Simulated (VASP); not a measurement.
# HfB2 (P6/mmm) in VASP: a series of runs

Aim: see how the results for HfB2 move with the level of theory and the settings. Levels: RPBE, PBEsol, RPBE+D3(BJ). Tasks: relaxation of cell and atoms, single point.

All numbers are computed with VASP 6.6.1; they aren't measurements. Logs are shortened: lines on timing, memory, paths and dates and some standing lists are left out, and cuts for length are marked.

### 1 The cell of the first run

Symmetry: P6/mmm, No. 191, hexagonal system. The conventional cell has a = 3.140 Å, b = 3.140 Å, c = 3.480 Å, α = 90.00°, β = 90.00°, γ = 120.00°. Within 3.3 Å of Hf (site symmetry 6/mmm) lie 12 B at 2.51 Å and 6 Hf at 3.14 Å. Within 2.4 Å of B (site symmetry -6m2) lie 3 B at 1.81 Å.

### 2 Relaxation of cell and atoms, RPBE

The input, INCAR:

```
SYSTEM = HfB2
ALGO = Normal
EDIFF = 1E-6
EDIFFG = -0.01
ENCUT = 600
GGA = RP
IBRION = 2
ISIF = 3
ISMEAR = -1
LASPH = .TRUE.
LCHARG = .FALSE.
LREAL = .FALSE.
LWAVE = .FALSE.
NELM = 80
NSW = 60
PREC = Accurate
SIGMA = 0.05
```

The input, KPOINTS:

```
k-points
0
G
  10 10 8
  0 0 0
```

The input, POSCAR:

```
HfB2
1.0
    3.1400000000      0.0000000000      0.0000000000
   -1.5700000000      2.7193197679      0.0000000000
    0.0000000000      0.0000000000      3.4800000000
Hf B
1 2
Direct
    0.0000000000      0.0000000000      0.0000000000
    0.6666666667      0.3333333333      0.5000000000
    0.3333333333      0.6666666667      0.5000000000
```

Potentials or basis: VASP PAW PBE potentials, release 64 (Hf_pv, B).

The run is started by

```bash
$ cat potpaw_PBE.64/Hf_pv/POTCAR potpaw_PBE.64/B/POTCAR > POTCAR
$ mpirun -np 1 vasp_std > vasp.out
```

OUTCAR:

```text
SYSTEM = HfB2
   EDIFF = 1E-6
   EDIFFG = -0.01
   ENCUT = 600
   GGA = RP
   IBRION = 2
   ISIF = 3
   ISMEAR = -1
   LASPH = .TRUE.
   LREAL = .FALSE.
   NELM = 80
   NSW = 60
   PREC = Accurate

 ion  position               nearest neighbor table
   1  0.000  0.000  0.000-   2 2.51   3 2.51   2 2.51   3 2.51   2 2.51   2 2.51   3 2.51   3 2.51
                             2 2.51   2 2.51   3 2.51   3 2.51
   2  0.667  0.333  0.500-   3 1.81   3 1.81   3 1.81   1 2.51   1 2.51   1 2.51   1 2.51   1 2.51
                             1 2.51
   3  0.333  0.667  0.500-   2 1.81   2 1.81   2 1.81   1 2.51   1 2.51   1 2.51   1 2.51   1 2.51
                             1 2.51

  LATTYP: Found a hexagonal cell.
 ALAT       =     3.1400000000
 C/A-ratio  =     1.1082802548

  Lattice vectors:

 A1 = (   3.1400000000,   0.0000000000,   0.0000000000)
 A2 = (  -1.5700000000,   2.7193197679,   0.0000000000)
 A3 = (   0.0000000000,   0.0000000000,   3.4800000000)

Analysis of symmetry for initial positions (statically):
=====================================================================
 Subroutine PRICEL returns:
 Original cell was already a primitive cell.

 Routine SETGRP: Setting up the symmetry group for a
 hexagonal supercell.

 Subroutine GETGRP returns: Found 24 space group operations
 (whereof 24 operations were pure point group operations)
 out of a pool of 24 trial point group operations.

The static configuration has the point symmetry D_6h.

Analysis of symmetry for dynamics (positions and initial velocities):
=====================================================================
 Subroutine PRICEL returns:
 Original cell was already a primitive cell.

 Routine SETGRP: Setting up the symmetry group for a
 hexagonal supercell.

 Subroutine GETGRP returns: Found 24 space group operations
 (whereof 24 operations were pure point group operations)
 out of a pool of 24 trial point group operations.

The dynamic configuration has the point symmetry D_6h.

 Subroutine INISYM returns: Found 24 space group operations
 (whereof 24 operations are pure point group operations),
 and found     1 'primitive' translations

----------------------------------------------------------------------------------------

                                     Primitive cell

  volume of cell :      29.7146

  direct lattice vectors                    reciprocal lattice vectors
     3.140000000  0.000000000  0.000000000     0.318471338  0.183869512  0.000000000
    -1.570000000  2.719319768  0.000000000     0.000000000  0.367739025  0.000000000
     0.000000000  0.000000000  3.480000000     0.000000000  0.000000000  0.287356322

  length of vectors
     3.140000000  3.140000000  3.480000000     0.367739025  0.367739025  0.287356322

  position of ions in fractional coordinates (direct lattice)
     0.000000000  0.000000000  0.000000000
     0.666666667  0.333333333  0.500000000
     0.333333333  0.666666667  0.500000000

  ion indices of the primitive-cell ions
   primitive index   ion index
                 1           1
                 2           2
                 3           3

----------------------------------------------------------------------------------------

 KPOINTS: k-points

Automatic generation of k-mesh.
 Grid dimensions read from file:
 generate k-points for:   10   10    8

 Generating k-lattice:

  Cartesian coordinates                     Fractional coordinates (reciprocal lattice)
     0.031847134  0.018386951  0.000000000     0.100000000  0.000000000  0.000000000
     0.000000000  0.036773902  0.000000000     0.000000000  0.100000000  0.000000000
     0.000000000  0.000000000  0.035919540     0.000000000  0.000000000  0.125000000

  Length of vectors
     0.036773902  0.036773902  0.035919540

  Shift w.r.t. Gamma in fractional coordinates (k-lattice)
     0.000000000  0.000000000  0.000000000

 Subroutine IBZKPT returns following result:
 ===========================================

 Found     70 irreducible k-points:

 Following reciprocal coordinates:
            Coordinates               Weight
  0.000000  0.000000  0.000000      1.000000
  0.100000  0.000000  0.000000      6.000000
  0.200000  0.000000  0.000000      6.000000
  0.300000  0.000000  0.000000      6.000000
  0.400000  0.000000  0.000000      6.000000
  0.500000  0.000000  0.000000      3.000000
[... 16 lines left out ...]
  0.300000  0.100000  0.125000     24.000000
  0.400000  0.100000  0.125000     24.000000
 [... further k-points ...]
   k-points           NKPTS =     70   k-points in BZ     NKDIM =     70   number of bands    NBANDS=     12
   number of dos      NEDOS =    301   number of ions     NIONS =      3
   total plane-waves  NPLWV =  21952
   dimension x,y,z NGX =    28 NGY =   28 NGZ =   28
   dimension x,y,z NGXF=    56 NGYF=   56 NGZF=   56
   ions per type =               1   2
   NGX,Y,Z   is equivalent  to a cutoff of  14.82, 14.82, 13.38 a.u.
   NGXF,Y,Z  is equivalent  to a cutoff of  29.65, 29.65, 26.75 a.u.
 SYSTEM =  HfB2
   PREC   = accura    normal or accurate (medium, high low for compatibility)
   ISTART =      0    job   : 0-new  1-cont  2-samecut
   ICHARG =      2    charge: 1-file 2-atom 10-const
   ISPIN  =      1    spin polarized calculation?
   LNONCOLLINEAR =      F non collinear calculations
   LSORBIT =      F    spin-orbit coupling
   LASPH  =      T    aspherical Exc in radial PAW
   ENCUT  =  600.0 eV  44.10 Ry    6.64 a.u.   6.27  6.27  6.95*2*pi/ulx,y,z
   NELM   =     80;   NELMIN=  2; NELMDL= -5     # of ELM steps
   EDIFF  = 0.1E-05   stopping-criterion for ELM
   LREAL  =      F    real-space projection
   EDIFFG = -.1E-01   stopping-criterion for IOM
   NSW    =     60    number of steps for IOM
   IBRION =      2    ionic relax: 0-MD 1-quasi-New 2-CG
   NFREE  =      1    steps in history (QN), initial steepest desc. (CG)
   ISIF   =      3    stress and relaxation
   ISYM   =      2    0-nonsym 1-usesym 2-fastsym
   POTIM  = 0.5000    time-step for ionic-motion
   TEBEG  =    0.0;   TEEND  =   0.0 temperature during run
   PSTRESS=    0.0 pullay stress
   NELECT =      16.0000    total number of electrons
   NUPDOWN=      -1.0000    fix difference up-down
   EMIN   =  10.00;   EMAX   =-10.00  energy-range for DOS
   EFERMI =   0.00;   METHOD = LEGACY
   ISMEAR =    -1;   SIGMA  =   0.05  broadening in eV -4-tet -1-fermi 0-gaus
   EFERMI_NEDOS =   21; number of points for ismear=-14 and -15
   IALGO  =     38    algorithm
   IMIX   =      4    mixing-type and parameters
     AMIX     =   0.40;   BMIX     =  1.00
     AMIX_MAG =   1.60;   BMIX_MAG =  1.00
  volume/ion in A,a.u.               =       9.90        66.84
  Fermi-wavevector in a.u.,A,eV,Ry     =   1.331860  2.516850 24.134693  1.773850
  Thomas-Fermi vector in A             =   2.460838
   LORBIT       =      0    0 simple, 1 ext, 2 COOP (PROOUT), +10 PAW based schemes
   GGA     = RP    functional components
   LHFCALC =     F    Hartree Fock is set to
   AEXX    =    0.0000 exact exchange contribution
   IVDW    =     0    specifies the selected vdW correction
   LEPSILON=     F    determine dielectric tensor
   LRPA    =     F    only Hartree local field effects (RPA)
 conjugate gradient relaxation of ions
 non-spin polarized calculation
  energy-cutoff  :      600.00
  volume of cell :       29.71
 maximum number of plane-waves:      1010
 NGX is ok and might be reduce to    28
   NGX = 13   NGY = 13   NGZ = 13

--------------------------------------- Ionic step        1  -------------------------------------------

 number of electron      15.9999999 magnetization

 Free energy of the ion-electron system (eV)
  ---------------------------------------------------
  ext. energy  EPLUGINS =         0.00000000
  ---------------------------------------------------
  free energy    TOTEN  =       -25.28038354 eV

  energy without entropy =      -25.27778969  energy(sigma->0) =      -25.27908662

------------------------ aborting loop because EDIFF is reached ----------------------------------------

  FORCE on cell =-STRESS in cart. coord.  units (eV):
  Direction    XX          YY          ZZ          XY          YZ          ZX
  --------------------------------------------------------------------------------------
  -------------------------------------------------------------------------------------
  Total        0.9150109      0.9150109      1.0096468      0.0000000      0.0000000     -0.0000000
  in kB       49.3364265     49.3364265     54.4390950      0.0000000      0.0000000     -0.0000000
  external PRESSURE =      51.0373160 kB  Pullay stress =       0.0000000 kB
[... 133 lines left out ...]
  energy  without entropy=      -25.2872750146  energy(sigma->0) =      -25.28858072

--------------------------------------- Ionic step        5  -------------------------------------------

 number of electron      15.9999999 magnetization

 Free energy of the ion-electron system (eV)
  ---------------------------------------------------
  ext. energy  EPLUGINS =         0.00000000
  ---------------------------------------------------
  free energy    TOTEN  =       -25.29001396 eV

  energy without entropy =      -25.28743338  energy(sigma->0) =      -25.28872367

 E-fermi :   7.5276     XC(G=0): -12.4657

 val. band max:        7.4655121990   @ k =   0.2000   0.2000   0.1250
 cond. band min:       7.7413859485   @ k =   0.0000   0.0000   0.2500
 fundamental gap:      0.2758737495
 Fermi energy:         7.5276399379

 k-point     1 :       0.0000    0.0000    0.0000
  band No.  band energies     occupation
      1     -23.1118      2.00000
      2     -22.6452      2.00000
      3     -22.6452      2.00000
      4      -6.0746      2.00000
      5       4.6541      2.00000
      6       4.7888      2.00000
      7       4.7888      2.00000
      8       4.7910      2.00000
      9      11.5706      0.00000
     10      11.5706      0.00000
     11      12.1773      0.00000
     12      12.1773      0.00000
[... 331 lines left out ...]
 k-point    24 :       0.4000    0.1000    0.1250
  band No.  band energies     occupation
      1     -23.3126      2.00000
      2     -23.0198      2.00000
      3     -22.8458      2.00000
      4      -2.3174      2.00000
      5      -0.9543      2.00000
      6       3.0148      2.00000
      7       3.8812      2.00000
      8       5.4434      2.00000
      9       8.7375      0.00000
     10      11.6506      0.00000
     11      11.7335      0.00000
     12      13.7882      0.00000

 [... further k-points ...]
[... 5 lines left out ...]
  --------------------------------------------------------------------------------------
  -------------------------------------------------------------------------------------
  Total        0.0140011      0.0140011      0.0237336      0.0000000     -0.0000000     -0.0000000
  in kB        0.7399857      0.7399857      1.2543717      0.0000000     -0.0000000     -0.0000000
  external PRESSURE =       0.9114477 kB  Pullay stress =       0.0000000 kB
[... 18 lines left out ...]
  FREE ENERGIE OF THE ION-ELECTRON SYSTEM (eV)
  ---------------------------------------------------
  free  energy   TOTEN  =       -25.2900139611 eV

  energy  without entropy=      -25.2874333808  energy(sigma->0) =      -25.28872367

 reached required accuracy - stopping structural energy minimisation
```

Run time: 2.6 min. Hardware: 1 thread of Intel Xeon 8259CL, shared host; peak memory 0.19 GiB.

What came out:

| Property | Result |
| --- | --- |
| Free energy | -25.2900 eV |
| Relaxed volume | 10.10 Å³/atom |
| Relaxed cell | a = 3.158 Å, b = 3.158 Å, c = 3.510 Å, α = 90.00°, β = 90.00°, γ = 120.00° |
| Space group after relaxing (to 0.05 Å) | P6/mmm (No. 191) |
| Energy gained by relaxing | 3.2 meV/atom |
| Ionic steps | 5 |
| Pressure after relaxing | 0.1 GPa |
| Band gap on the k mesh | zero (band 8 reaches 8.23 eV, above the bottom of band 9 at 7.39 eV) |

The path:
```csv
step,energy change (eV),largest force (eV/Å),pressure (GPa),volume (Å³)
1,0.0000,0.0000,5.10,29.71
2,0.0047,0.0000,-5.81,31.09
3,-0.0095,0.0000,-0.05,30.32
4,-0.0095,0.0000,0.06,30.31
5,-0.0096,0.0000,0.09,30.31
```

Final structure:
```
CELL_PARAMETERS angstrom
3.15794 0.00000 0.00000
-1.57897 2.73485 0.00000
0.00000 0.00000 3.51003
ATOMIC_POSITIONS crystal
Hf 0.00000 0.00000 0.00000
B 0.66667 0.33333 0.50000
B 0.33333 0.66667 0.50000
```

Caveat: the PAW data sets were made with another functional, which shifts forces and pressure a little; spin-orbit coupling is left out, which moves the levels of the heavy elements.

(Continued in part 2 of 2.)
